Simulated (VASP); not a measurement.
# Si4BW (P6/mmm) in VASP: further runs

Runs on Si4BW. Level: PBE. Tasks: single point, relaxation of cell and atoms.

All numbers are computed with VASP 6.6.1; they aren't measurements. Logs are shortened: lines on timing, memory, paths and dates and some standing lists are left out, and cuts for length are marked.

## Step 1: The cell of the first run

It takes space group P6/mmm (No. 191, hexagonal). Conventional cell: a = 4.528 Å, b = 4.528 Å, c = 4.583 Å, α = 90.00°, β = 90.00°, γ = 120.00°. Si (site symmetry 3m) has 5 Si at 2.27 to 2.61 Å and 3 W at 2.85 Å and 3 B at 2.86 Å within 3.0 Å. B (site symmetry 6/mmm) has 2 W at 2.29 Å and 12 Si at 2.86 Å within 3.0 Å. W (site symmetry 6/mmm) has 2 B at 2.29 Å and 12 Si at 2.85 Å within 3.0 Å.

The cell was built from a structure type or drawn by symmetry, and may not be a known phase.

## Step 2: Single point, PBE

Contents of INCAR:

```
PREC = Accurate
ENCUT = 520
EDIFF = 1E-7
ISMEAR = 0
SIGMA = 0.1
LREAL = F
LASPH = T
NELM = 80
ALGO = Normal
ISIF = 2
LWAVE = F
LCHARG = F
GGA = PE
NBANDS = 26
```

Contents of KPOINTS:

```
regular mesh
0
Gamma
  6 6 2
```

Contents of POSCAR:

```
Si4BW
1.0
    4.5281209219     -0.0000000036      0.0000000000
   -2.2640604579      3.9214677516      0.0000000000
    0.0000000000      0.0000000000      4.5831975076
Si B W
4 1 1
Direct
    0.3333333333      0.6666666667      0.2480323909
    0.3333333333      0.6666666667      0.7519676091
    0.6666666667      0.3333333333      0.7519676091
    0.6666666667      0.3333333333      0.2480323909
    0.0000000000      0.0000000000      0.5000000000
    0.0000000000      0.0000000000      0.0000000000
```

Potentials or basis: VASP PAW PBE potentials, release 64 (Si, B, W_sv).

The run is started by

```sh
$ cat potpaw_PBE.64/Si/POTCAR potpaw_PBE.64/B/POTCAR potpaw_PBE.64/W_sv/POTCAR > POTCAR
$ mpirun -np 1 vasp_std > vasp.out
```

OUTCAR:

```text
PREC = Accurate
   ENCUT = 520
   EDIFF = 1E-7
   ISMEAR = 0
   LREAL = F
   LASPH = T
   NELM = 80
   ISIF = 2
   GGA = PE

 ion  position               nearest neighbor table
   1  0.333  0.667  0.248-   2 2.27   2 2.31   4 2.61   4 2.61   4 2.61   6 2.85   6 2.85   6 2.85

   2  0.333  0.667  0.752-   1 2.27   1 2.31   3 2.61   3 2.61   3 2.61   6 2.85   6 2.85   6 2.85

   3  0.667  0.333  0.752-   4 2.27   4 2.31   2 2.61   2 2.61   2 2.61   6 2.85   6 2.85   6 2.85

   4  0.667  0.333  0.248-   3 2.27   3 2.31   1 2.61   1 2.61   1 2.61   6 2.85   6 2.85   6 2.85

   5  0.000  0.000  0.500-   6 2.29   6 2.29
   6  0.000  0.000  0.000-   5 2.29   5 2.29   3 2.85   4 2.85   1 2.85   2 2.85   3 2.85   4 2.85
                             1 2.85   2 2.85   3 2.85   4 2.85   1 2.85   2 2.85

  LATTYP: Found a hexagonal cell.
 ALAT       =     4.5281209219
 C/A-ratio  =     1.0121632321

  Lattice vectors:

 A1 = (   4.5281209219,  -0.0000000036,   0.0000000000)
 A2 = (  -2.2640604579,   3.9214677516,   0.0000000000)
 A3 = (   0.0000000000,   0.0000000000,   4.5831975076)

Analysis of symmetry for initial positions (statically):
=====================================================================
 Subroutine PRICEL returns:
 Original cell was already a primitive cell.

 Routine SETGRP: Setting up the symmetry group for a
 hexagonal supercell.

 Subroutine GETGRP returns: Found 24 space group operations
 (whereof 24 operations were pure point group operations)
 out of a pool of 24 trial point group operations.

The static configuration has the point symmetry D_6h.

Analysis of symmetry for dynamics (positions and initial velocities):
=====================================================================
 Subroutine PRICEL returns:
 Original cell was already a primitive cell.

 Routine SETGRP: Setting up the symmetry group for a
 hexagonal supercell.

 Subroutine GETGRP returns: Found 24 space group operations
 (whereof 24 operations were pure point group operations)
 out of a pool of 24 trial point group operations.

The dynamic configuration has the point symmetry D_6h.

 Subroutine INISYM returns: Found 24 space group operations
 (whereof 24 operations are pure point group operations),
 and found     1 'primitive' translations

----------------------------------------------------------------------------------------

                                     Primitive cell

  volume of cell :      81.3833

  direct lattice vectors                    reciprocal lattice vectors
     4.528120922 -0.000000004  0.000000000     0.220842159  0.127503280  0.000000000
    -2.264060458  3.921467752  0.000000000     0.000000000  0.255006560  0.000000000
     0.000000000  0.000000000  4.583197508     0.000000000  0.000000000  0.218188284

  length of vectors
     4.528120922  4.528120922  4.583197508     0.255006560  0.255006560  0.218188284

  position of ions in fractional coordinates (direct lattice)
     0.333333333  0.666666667  0.248032391
     0.333333333  0.666666667  0.751967609
     0.666666667  0.333333333  0.751967609
     0.666666667  0.333333333  0.248032391
     0.000000000  0.000000000  0.500000000
     0.000000000  0.000000000  0.000000000

  ion indices of the primitive-cell ions
   primitive index   ion index
                 1           1
                 2           2
                 3           3
                 4           4
                 5           5
                 6           6

----------------------------------------------------------------------------------------

 KPOINTS: regular mesh

Automatic generation of k-mesh.
 Grid dimensions read from file:
 generate k-points for:    6    6    2

 Generating k-lattice:

  Cartesian coordinates                     Fractional coordinates (reciprocal lattice)
     0.036807026  0.021250547  0.000000000     0.166666667  0.000000000  0.000000000
     0.000000000  0.042501093  0.000000000     0.000000000  0.166666667  0.000000000
     0.000000000  0.000000000  0.109094142     0.000000000  0.000000000  0.500000000

  Length of vectors
     0.042501093  0.042501093  0.109094142

  Shift w.r.t. Gamma in fractional coordinates (k-lattice)
     0.000000000  0.000000000  0.000000000

 Subroutine IBZKPT returns following result:
 ===========================================

 Found     14 irreducible k-points:

 Following reciprocal coordinates:
            Coordinates               Weight
  0.000000  0.000000  0.000000      1.000000
  0.166667  0.000000  0.000000      6.000000
  0.333333  0.000000  0.000000      6.000000
  0.500000 -0.000000  0.000000      3.000000
  0.166667  0.166667  0.000000      6.000000
  0.333333  0.166667  0.000000     12.000000
  0.333333  0.333333  0.000000      2.000000
  0.000000  0.000000  0.500000      1.000000
  0.166667  0.000000  0.500000      6.000000
  0.333333  0.000000  0.500000      6.000000
  0.500000 -0.000000  0.500000      3.000000
  0.166667  0.166667  0.500000      6.000000
  0.333333  0.166667  0.500000     12.000000
  0.333333  0.333333  0.500000      2.000000
   k-points           NKPTS =     14   k-points in BZ     NKDIM =     14   number of bands    NBANDS=     26
   number of dos      NEDOS =    301   number of ions     NIONS =      6
   total plane-waves  NPLWV =  46656
   dimension x,y,z NGX =    36 NGY =   36 NGZ =   36
   dimension x,y,z NGXF=    72 NGYF=   72 NGZF=   72
   ions per type =               4   1   1
   NGX,Y,Z   is equivalent  to a cutoff of  13.22, 13.22, 13.06 a.u.
   NGXF,Y,Z  is equivalent  to a cutoff of  26.43, 26.43, 26.12 a.u.
 SYSTEM =  unknown system
   PREC   = accura    normal or accurate (medium, high low for compatibility)
   ISTART =      0    job   : 0-new  1-cont  2-samecut
   ICHARG =      2    charge: 1-file 2-atom 10-const
   ISPIN  =      1    spin polarized calculation?
   LNONCOLLINEAR =      F non collinear calculations
   LSORBIT =      F    spin-orbit coupling
   LASPH  =      T    aspherical Exc in radial PAW
   ENCUT  =  520.0 eV  38.22 Ry    6.18 a.u.   8.42  8.42  8.52*2*pi/ulx,y,z
   NELM   =     80;   NELMIN=  2; NELMDL= -5     # of ELM steps
   EDIFF  = 0.1E-06   stopping-criterion for ELM
   LREAL  =      F    real-space projection
   EDIFFG = 0.1E-05   stopping-criterion for IOM
   NSW    =      0    number of steps for IOM
   IBRION =     -1    ionic relax: 0-MD 1-quasi-New 2-CG
   NFREE  =      0    steps in history (QN), initial steepest desc. (CG)
   ISIF   =      2    stress and relaxation
   ISYM   =      2    0-nonsym 1-usesym 2-fastsym
   POTIM  = 0.5000    time-step for ionic-motion
   TEBEG  =    0.0;   TEEND  =   0.0 temperature during run
   PSTRESS=    0.0 pullay stress
   NELECT =      33.0000    total number of electrons
   NUPDOWN=      -1.0000    fix difference up-down
   EMIN   =  10.00;   EMAX   =-10.00  energy-range for DOS
   EFERMI =   0.00;   METHOD = LEGACY
   ISMEAR =     0;   SIGMA  =   0.10  broadening in eV -4-tet -1-fermi 0-gaus
   EFERMI_NEDOS =   21; number of points for ismear=-14 and -15
   IALGO  =     38    algorithm
   IMIX   =      4    mixing-type and parameters
     AMIX     =   0.40;   BMIX     =  1.00
     AMIX_MAG =   1.60;   BMIX_MAG =  1.00
  volume/ion in A,a.u.               =      13.56        91.53
  Fermi-wavevector in a.u.,A,eV,Ry     =   1.211717  2.289812 19.976852  1.468257
  Thomas-Fermi vector in A             =   2.347223
   LORBIT       =      0    0 simple, 1 ext, 2 COOP (PROOUT), +10 PAW based schemes
   GGA     = PE    functional components
   LHFCALC =     F    Hartree Fock is set to
   AEXX    =    0.0000 exact exchange contribution
   IVDW    =     0    specifies the selected vdW correction
   LEPSILON=     F    determine dielectric tensor
   LRPA    =     F    only Hartree local field effects (RPA)
 non-spin polarized calculation
 Gauss-broadening in eV      SIGMA  =   0.10
  energy-cutoff  :      520.00
  volume of cell :       81.38
 maximum number of plane-waves:      2214
 NGX is ok and might be reduce to    36
   NGX = 17   NGY = 17   NGZ = 17

 number of electron      32.9999996 magnetization

 Free energy of the ion-electron system (eV)
  ---------------------------------------------------
  ext. energy  EPLUGINS =         0.00000000
  ---------------------------------------------------
  free energy    TOTEN  =       -37.94613622 eV

  energy without entropy =      -37.93055620  energy(sigma->0) =      -37.93834621

 E-fermi :  10.3091     XC(G=0): -11.7022

 val. band max:       10.2414413810   @ k =   0.5000  -0.0000   0.0000
 cond. band min:      10.3151402005   @ k =   0.0000   0.0000   0.0000
 fundamental gap:      0.0736988196
 Fermi energy:        10.3090673596

 k-point     1 :       0.0000    0.0000    0.0000
  band No.  band energies     occupation
      1     -64.1163      2.00000
      2     -28.3415      2.00000
      3     -28.3415      2.00000
      4     -28.3138      2.00000
      5      -4.0245      2.00000
      6       1.9027      2.00000
[... 18 lines left out ...]
     25      13.5448      0.00000
     26      16.1313      0.00000

 k-point     2 :       0.1667    0.0000    0.0000
  band No.  band energies     occupation
      1     -64.1163      2.00000
      2     -28.3432      2.00000
      3     -28.3419      2.00000
      4     -28.3136      2.00000
      5      -3.7574      2.00000
      6       1.6819      2.00000
[... 18 lines left out ...]
     25      14.3153      0.00000
     26      16.4966      0.00000

 k-point     3 :       0.3333    0.0000    0.0000
  band No.  band energies     occupation
      1     -64.1163      2.00000
      2     -28.3467      2.00000
      3     -28.3427      2.00000
      4     -28.3132      2.00000
      5      -2.9885      2.00000
      6      -0.0742      2.00000
[... 18 lines left out ...]
     25      15.3798      0.00000
     26      15.5837      0.00000

 k-point     4 :       0.5000   -0.0000    0.0000
  band No.  band energies     occupation
      1     -64.1163      2.00000
      2     -28.3485      2.00000
      3     -28.3432      2.00000
      4     -28.3130      2.00000
      5      -2.0713      2.00000
      6      -1.3290      2.00000
[... 18 lines left out ...]
     25      14.3209      0.00000
     26      15.5811      0.00000

 k-point     5 :       0.1667    0.1667    0.0000
  band No.  band energies     occupation
      1     -64.1163      2.00000
      2     -28.3455      2.00000
      3     -28.3429      2.00000
      4     -28.3133      2.00000
      5      -3.2387      2.00000
      6       0.5362      2.00000
[... 18 lines left out ...]
     25      15.4031      0.00000
     26      16.0133      0.00000

 k-point     6 :       0.3333    0.1667    0.0000
  band No.  band energies     occupation
      1     -64.1163      2.00000
      2     -28.3476      2.00000
      3     -28.3441      2.00000
      4     -28.3130      2.00000
      5      -2.2897      2.00000
      6      -0.7994      2.00000
[... 137 lines left out ...]
 k-point    11 :       0.5000   -0.0000    0.5000
  band No.  band energies     occupation
      1     -64.1163      2.00000
      2     -28.3481      2.00000
      3     -28.3428      2.00000
      4     -28.3134      2.00000
      5      -0.6241      2.00000
      6      -0.3968      2.00000
[... 18 lines left out ...]
     25      14.7325      0.00000
     26      15.0126      0.00000

 k-point    12 :       0.1667    0.1667    0.5000
  band No.  band energies     occupation
      1     -64.1163      2.00000
      2     -28.3452      2.00000
      3     -28.3425      2.00000
      4     -28.3137      2.00000
      5      -1.5626      2.00000
      6      -1.4901      2.00000
[... 18 lines left out ...]
     25      15.3423      0.00000
     26      16.4828      0.00000

 k-point    13 :       0.3333    0.1667    0.5000
  band No.  band energies     occupation
      1     -64.1163      2.00000
      2     -28.3472      2.00000
      3     -28.3437      2.00000
      4     -28.3134      2.00000
      5      -0.7095      2.00000
      6      -0.6222      2.00000
[... 18 lines left out ...]
     25      15.2995      0.00000
     26      15.7958      0.00000

 k-point    14 :       0.3333    0.3333    0.5000
  band No.  band energies     occupation
      1     -64.1163      2.00000
      2     -28.3460      2.00000
      3     -28.3460      2.00000
      4     -28.3133      2.00000
      5       0.1338      2.00000
      6       0.1338      2.00000
[... 18 lines left out ...]
     25      14.8161      0.00000
     26      16.2705      0.00000

------------------------ aborting loop because EDIFF is reached ----------------------------------------

  FORCE on cell =-STRESS in cart. coord.  units (eV):
  Direction    XX          YY          ZZ          XY          YZ          ZX
  --------------------------------------------------------------------------------------
  -------------------------------------------------------------------------------------
  Total        0.0687999      0.0687999     -0.0837297     -0.0000000      0.0000000      0.0000000
  in kB        1.3544496      1.3544496     -1.6483701     -0.0000000      0.0000000      0.0000000
  external PRESSURE =       0.3535097 kB  Pullay stress =       0.0000000 kB

 VOLUME and BASIS-vectors are now :
 -----------------------------------------------------------------------------
  energy-cutoff  :      520.00
  volume of cell :       81.38
      direct lattice vectors                 reciprocal lattice vectors
     4.528120922 -0.000000004  0.000000000     0.220842159  0.127503280  0.000000000
    -2.264060458  3.921467752  0.000000000     0.000000000  0.255006560  0.000000000
     0.000000000  0.000000000  4.583197508     0.000000000  0.000000000  0.218188284

 POSITION                                       TOTAL-FORCE (eV/Angst)
 -----------------------------------------------------------------------------------
      0.00000      2.61431      1.13678         0.000000      0.000000      0.009185
      0.00000      2.61431      3.44642         0.000000      0.000000     -0.009185
      2.26406      1.30716      3.44642        -0.000000     -0.000000     -0.009185
      2.26406      1.30716      1.13678         0.000000     -0.000000      0.009185
      0.00000      0.00000      2.29160        -0.000000     -0.000000     -0.000000
      0.00000      0.00000      0.00000        -0.000000     -0.000000     -0.000000
 -----------------------------------------------------------------------------------
    total drift:                                0.000000     -0.000000      0.000000

  FREE ENERGIE OF THE ION-ELECTRON SYSTEM (eV)
  ---------------------------------------------------
  free  energy   TOTEN  =       -37.9461362218 eV

  energy  without entropy=      -37.9305562010  energy(sigma->0) =      -37.93834621
```

It took 17 s on 1 thread of Intel Xeon 6975P-C (Granite Rapids), shared host; peak memory 0.21 GiB.

What came out:

```
Free energy            : -37.9461 eV
Pressure               : 0.0 GPa
Largest force          : 0.009 eV/Å
Band gap on the k mesh : zero (an odd number of electrons rules out a gap without spin polarisation)
```

Forces on the atoms (eV/Å):
```
Si   0.000  0.000  0.009
Si   0.000  0.000 -0.009
Si   0.000  0.000 -0.009
Si   0.000  0.000  0.009
B    0.000  0.000  0.000
W    0.000  0.000  0.000
```

Levels at points of the mesh, in eV from the Fermi level:
| k point | band 15 | band 16 | band 17 | band 18 | band 19 | band 20 |
| --- | --- | --- | --- | --- | --- | --- |
| (0.00, 0.00, 0.00) | -2.12 | -2.12 | 0.01 | 0.01 | 0.38 | 0.38 |
| (0.50, 0.00, 0.00) | -2.00 | -0.37 | -0.07 | 0.93 | 1.32 | 1.76 |
| (0.00, 0.00, 0.50) | -3.43 | -3.43 | -0.42 | -0.42 | 0.70 | 2.11 |
| (0.50, 0.00, 0.50) | -1.47 | 0.62 | 1.05 | 1.14 | 1.63 | 2.23 |

Caveat: the k points lie up to 0.69 Å⁻¹ apart, too coarse for converged energies and pressures of a metal; spin-orbit coupling is left out, which moves the levels of the heavy elements.

## Step 3: Single point, PBE

This run uses another cell than the first one, of 15.25 Å³/atom.

Contents of INCAR:

```
PREC     = Accurate       # precision mode
ENCUT    = 520            # plane-wave cutoff, eV
EDIFF    = 1E-7           # SCF threshold, eV
ISMEAR   = 0              # smearing method
SIGMA    = 0.1            # smearing width, eV
LREAL    = False          # projectors in reciprocal space
LASPH    = True           # aspherical terms in the spheres
NELM     = 100            # most SCF steps
ALGO     = Normal         # electronic algorithm
ISIF     = 2              # what is computed and relaxed
LWAVE    = False          # write WAVECAR
LCHARG   = False          # write CHGCAR
GGA      = PE             # functional
NBANDS   = 26             # bands
```

KPOINTS is that of step 2.

Contents of POSCAR:

```
Si4BW
1.0
    3.6684822100      0.0000000000      0.0000000000
   -1.8342411000      3.1769987900      0.0000000000
    0.0000000000      0.0000000000      7.8528807000
Si B W
4 1 1
Direct
    0.3333333300      0.6666666700      0.3326959200
    0.3333333300      0.6666666700      0.6673040800
    0.6666666700      0.3333333300      0.6673040800
    0.6666666700      0.3333333300      0.3326959200
    0.0000000000      0.0000000000      0.5000000000
    0.0000000000      0.0000000000      0.0000000000
```

Potentials or basis: VASP PAW PBE potentials, release 64 (Si, B, W_sv).

The run is started by

```sh
$ cat potpaw_PBE.64/Si/POTCAR potpaw_PBE.64/B/POTCAR potpaw_PBE.64/W_sv/POTCAR > POTCAR
$ mpirun -np 1 vasp_std > vasp.out
```

Run time: 28 s. Hardware: 1 thread of Intel Xeon 6975P-C (Granite Rapids), shared host; peak memory 0.21 GiB.

Results (log left out):

```yaml
Free_energy: -30.4670 eV
Pressure: 9.6 GPa
Largest_force: 1.379 eV/Å
Band_gap_on_the_k_mesh: zero (an odd number of electrons rules out a gap without spin polarisation)
```

Forces in eV/Å, atoms in the order of the input:
```
Si   0.000  0.000 -1.379
Si   0.000  0.000  1.379
Si   0.000  0.000  1.379
Si   0.000  0.000 -1.379
B    0.000  0.000  0.000
W    0.000  0.000  0.000
```

Stress tensor (GPa, compression positive):
```
 21.57   0.00   0.00
  0.00  21.57   0.00
  0.00   0.00 -14.29
```

Levels at points of the mesh, in eV from the Fermi level:
| k point | band 14 | band 15 | band 16 | band 17 | band 18 | band 19 | band 20 | band 21 |
| --- | --- | --- | --- | --- | --- | --- | --- | --- |
| (0.00, 0.00, 0.00) | -1.32 | -1.32 | -0.33 | -0.33 | 0.09 | 0.09 | 0.23 | 0.26 |
| (0.50, 0.00, 0.00) | -1.60 | -1.38 | -0.88 | 0.50 | 1.34 | 1.42 | 1.79 | 2.18 |
| (0.00, 0.00, 0.50) | -1.59 | -1.09 | -0.04 | -0.04 | 0.25 | 0.44 | 0.44 | 0.90 |
| (0.50, 0.00, 0.50) | -2.21 | -0.75 | -0.72 | -0.27 | 0.05 | 0.61 | 1.34 | 2.17 |

Caveat: the k points lie up to 0.40 Å⁻¹ apart, too coarse for converged energies and pressures of a metal; spin-orbit coupling is left out, which moves the levels of the heavy elements; forces of over 1 eV/Å act on the atoms, so gaps and moduli don't describe the material at rest.

(Part 1 of 3 ends here.)
